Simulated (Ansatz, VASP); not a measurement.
## Two plane-wave programs on SnSe

INCAR

```
SYSTEM = SnSe
PREC = Accurate
ENCUT = 500
EDIFF = 1E-6
ISMEAR = 0
SIGMA = 0.01
LREAL = .FALSE.
LASPH = .TRUE.
NELM = 120
ALGO = Normal
ISIF = 2
LWAVE = .FALSE.
LCHARG = .FALSE.
GGA = PE
NBANDS = 28
GGA_COMPAT = .FALSE.
```

The input KPOINTS:

```
regular mesh
0
G
  6 6 4
  0 0 0
```

Contents of POSCAR:

```
SnSe
1.0
    5.1502179407      0.0000000000      0.0000000000
   -2.5751089703      4.4602195716      0.0000000000
    0.0000000000      0.0000000000      6.1851706950
Sn Se
2 2
Direct
    0.3333333333      0.6666666667      0.2500000000
    0.6666666667      0.3333333333      0.7500000000
    0.6666666667      0.3333333333      0.2500000000
    0.3333333333      0.6666666667      0.7500000000
```

Input for Ansatz:

```yaml
crystal:
  lattice:
    - [5.1502179407, 0.0, 0.0]
    - [-2.5751089703, 4.4602195716, 0.0]
    - [0.0, 0.0, 6.185170695]
  atoms:
    - { symbol: Sn, position: [0.3333333333, 0.6666666667, 0.25] }
    - { symbol: Sn, position: [0.6666666667, 0.3333333333, 0.75] }
    - { symbol: Se, position: [0.6666666667, 0.3333333333, 0.25] }
    - { symbol: Se, position: [0.3333333333, 0.6666666667, 0.75] }
kpoints:
  mp_grid: { grid: [6, 6, 4] }
hamiltonian:
  xc: pbe
scf:
  occupations: { method: fixed }
  n_extra_bands: 5
output:
  forces: true
  stress: true
  eigenvalues: true
```

Alike in both runs: task single point; functional PBE; k mesh 6 × 6 × 4; no spin polarisation.

|  | VASP | Ansatz |
| --- | --- | --- |
| version | VASP 6.6.1 | Ansatz 0.2.0 |
| potentials or method | VASP PAW PBE potentials, release 64 (Sn_d, Se) | plane waves, PAW |
| plane-wave cutoff (eV) | 500 | 420 |
| occupations | gaussian, width 0.01 eV | fixed |
| valence electrons in the cell | 40 | 60 |

|  | VASP | Ansatz | Ansatz less VASP |
| --- | --- | --- | --- |
| gap on the k mesh at the Fermi level (eV) | 0.52 | 0.52 | +0.001 |
| pressure (GPa) | -1.0 | -1.0 | 0.00 |

VASP's potentials hold 40 valence electrons a cell and Ansatz's 60, so a difference there can come from the potentials and not from the codes.
